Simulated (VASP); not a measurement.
# ZnCd2Te2 in VASP: further runs, part 2 of 2

VASP 6.6.1.

### Step 3. Relaxation of the atoms, PBE

Contents of INCAR:

```
SYSTEM = ZnCd2Te2
ALGO = Normal
DIPOL = 0.5 0.5 0.368
EDIFF = 1E-6
EDIFFG = -0.025
ENCUT = 520
GGA = PE
IBRION = 2
IDIPOL = 3
ISIF = 2
ISMEAR = 0
LASPH = .True.
LCHARG = .False.
LDIPOL = .True.
LREAL = .False.
LWAVE = .False.
NELM = 80
NSW = 36
PREC = Accurate
SIGMA = 0.05
```

Contents of KPOINTS:

```
k-points
0
Gamma
  6 6 1
  0 0 0
```

Contents of POSCAR:

```
ZnCd2Te2
1.0
    4.6794578583      0.0000000000      0.0000000000
   -2.3397289292      4.0525293813      0.0000000000
    0.0000000000      0.0000000000     20.0807280860
Te Cd Zn
2 2 1
Selective dynamics
Direct
    0.0000000000      0.0000000000      0.1991959646  F F F
    0.3333333333      0.6666666667      0.4037116126  F F F
    0.3333333333      0.6666666667      0.2467634796  F F F
    0.6666666667      0.3333333333      0.4273116019  F F F
    1.1111111111      0.5555555556      0.5637668779  F F T
```

Potentials or basis: VASP PAW PBE potentials, release 64 (Te, Cd, Zn).

Started as:

```console
$ cat potpaw_PBE.64/Te/POTCAR potpaw_PBE.64/Cd/POTCAR potpaw_PBE.64/Zn/POTCAR > POTCAR
$ mpirun -np 1 vasp_std > vasp.out
```

OUTCAR:

```text
SYSTEM = ZnCd2Te2
   EDIFF = 1E-6
   EDIFFG = -0.025
   ENCUT = 520
   GGA = PE
   IBRION = 2
   ISIF = 2
   ISMEAR = 0
   LASPH = .True.
   LREAL = .False.
   NELM = 80
   NSW = 36
   PREC = Accurate

 ion  position               nearest neighbor table
   1  0.000  0.000  0.199-   3 2.87   3 2.87   3 2.87
   2  0.333  0.667  0.404-   4 2.74   4 2.74   4 2.74   3 3.15   5 3.34
   3  0.333  0.667  0.247-   1 2.87   1 2.87   1 2.87   2 3.15
   4  0.667  0.333  0.427-   2 2.74   2 2.74   2 2.74   5 3.28
   5  0.111  0.556  0.564-   4 3.28   2 3.34

  LATTYP: Found a hexagonal cell.
 ALAT       =     4.6794578583
 C/A-ratio  =     4.2912509727

  Lattice vectors:

 A1 = (   4.6794578583,   0.0000000000,   0.0000000000)
 A2 = (  -2.3397289292,   4.0525293813,   0.0000000000)
 A3 = (   0.0000000000,   0.0000000000,  20.0807280860)

Analysis of symmetry for initial positions (statically):
=====================================================================
 Subroutine PRICEL returns:
[... 188 lines left out ...]
  -------------------------------------------------------------------------------------
  Total        0.5365963      0.4106755      0.3468052      0.1090506     -0.3956708     -0.6853222
  in kB        2.2576524      1.7278586      1.4591335      0.4588149     -1.6647285     -2.8833957
  external PRESSURE =       1.8148815 kB  Pullay stress =       0.0000000 kB
[... 182 lines left out ...]
--------------------------------------- Ionic step        6  -------------------------------------------

 number of electron      48.0000000 magnetization

 dipolmoment           0.000000      0.000000     -0.223776 electrons x Angstroem

 Free energy of the ion-electron system (eV)
  ---------------------------------------------------
  ext. energy  EPLUGINS =         0.00000000
  ---------------------------------------------------
  free energy    TOTEN  =        -8.79934415 eV

  energy without entropy =       -8.79777696  energy(sigma->0) =       -8.79856055

 E-fermi :  -1.5279     XC(G=0):  -4.5827

 val. band max:       -1.5280138925   @ k =   0.0000   0.0000   0.0000
 cond. band min:      -1.5277910442   @ k =   0.0000   0.0000   0.0000
 fundamental gap:      0.0002228483
 Fermi energy:        -1.5279024683

 k-point     1 :       0.0000    0.0000    0.0000
  band No.  band energies     occupation
      1     -13.8522      2.00000
      2     -11.7083      2.00000
      3     -11.3353      2.00000
      4     -11.3351      2.00000
      5     -11.0432      2.00000
      6     -11.0412      2.00000
[... 392 lines left out ...]
     27       0.7655      0.00000
     28       1.3254      0.00000

------------------------ aborting loop because EDIFF is reached ----------------------------------------

 vacuum level on the upper side and lower side of the slab       (xc-potential included)        -1.297         0.836

  FORCE on cell =-STRESS in cart. coord.  units (eV):
  Direction    XX          YY          ZZ          XY          YZ          ZX
  --------------------------------------------------------------------------------------
  -------------------------------------------------------------------------------------
  Total        0.3619721      0.3334402     -0.3446600      0.0247094     -0.1581656     -0.2739508
  in kB        1.5229461      1.4029021     -1.4501076      0.1039612     -0.6654591     -1.1526091
  external PRESSURE =       0.4919135 kB  Pullay stress =       0.0000000 kB
[... 20 lines left out ...]
  FREE ENERGIE OF THE ION-ELECTRON SYSTEM (eV)
  ---------------------------------------------------
  free  energy   TOTEN  =        -8.7993441466 eV

  energy  without entropy=       -8.7977769611  energy(sigma->0) =       -8.79856055

 reached required accuracy - stopping structural energy minimisation

 vacuum level on the upper side and lower side of the slab         1.816         4.010
```

CONTCAR:

```text
ZnCd2Te2
   1.00000000000000
     4.6794578583000002    0.0000000000000000    0.0000000000000000
    -2.3397289292000001    4.0525293813000003    0.0000000000000000
     0.0000000000000000    0.0000000000000000   20.0807280860000006
  Te              Cd              Zn
     2     2     1
Selective dynamics
Direct
     0.0000000000000000    0.0000000000000000    0.1991959646000012   F   F   F
     0.3333333332999970    0.6666666667000030    0.4037116125999987   F   F   F
     0.3333333332999970    0.6666666667000030    0.2467634795999984   F   F   F
     0.6666666667000030    0.3333333332999970    0.4273116019000014   F   F   F
     0.1111111111000014    0.5555555556000016    0.5895954109963168   F   F   T

  0.00000000E+00  0.00000000E+00  0.00000000E+00
  0.00000000E+00  0.00000000E+00  0.00000000E+00
  0.00000000E+00  0.00000000E+00  0.00000000E+00
  0.00000000E+00  0.00000000E+00  0.00000000E+00
  0.00000000E+00  0.00000000E+00  0.00000000E+00
```

Run time: 5.6 min. Hardware: 1 thread of Intel Xeon 6975P-C (Granite Rapids), shared host; peak memory 0.58 GiB.

Results:

- Free energy: -8.7993 eV
- Energy gained by relaxing: 10.7 meV/atom
- Ionic steps: 6
- Band gap on the k mesh: zero (filled and empty bands touch)

Step by step:
```
step  energy change (eV)  largest force on free atoms (eV/Å)  pressure (GPa)
   1              0.0000                              0.2337            0.18
   2             -0.0026                              0.2255            0.18
   3             -0.0099                              0.2052            0.16
   4             -0.0222                              0.1635            0.14
   5             -0.0394                              0.0978            0.10
   6             -0.0535                              0.0180            0.05
```

Final structure:
```yaml
crystal:
  lattice:
    - [4.67946, 0.00000, 0.00000]
    - [-2.33973, 4.05253, 0.00000]
    - [0.00000, 0.00000, 20.08073]
  atoms:
    - { symbol: Te, position: [0.00000, 0.00000, 0.19920] }
    - { symbol: Te, position: [0.33333, 0.66667, 0.40371] }
    - { symbol: Cd, position: [0.33333, 0.66667, 0.24676] }
    - { symbol: Cd, position: [0.66667, 0.33333, 0.42731] }
    - { symbol: Zn, position: [0.11111, 0.55556, 0.58960] }
```

Levels at points of the mesh, in eV from the Fermi level:
```csv
k point,band 22,band 23,band 24,band 25,band 26,band 27
"(0.00, 0.00, 0.00)",-1.41,-0.33,0.00,0.00,1.38,1.97
"(0.50, 0.00, 0.00)",-1.99,-0.88,-0.75,0.44,1.20,2.04
"(0.00, 0.50, 0.00)",-1.89,-0.88,-0.71,0.58,0.98,2.03
```

Caveat: spin-orbit coupling is left out, which moves the levels of the heavy elements.
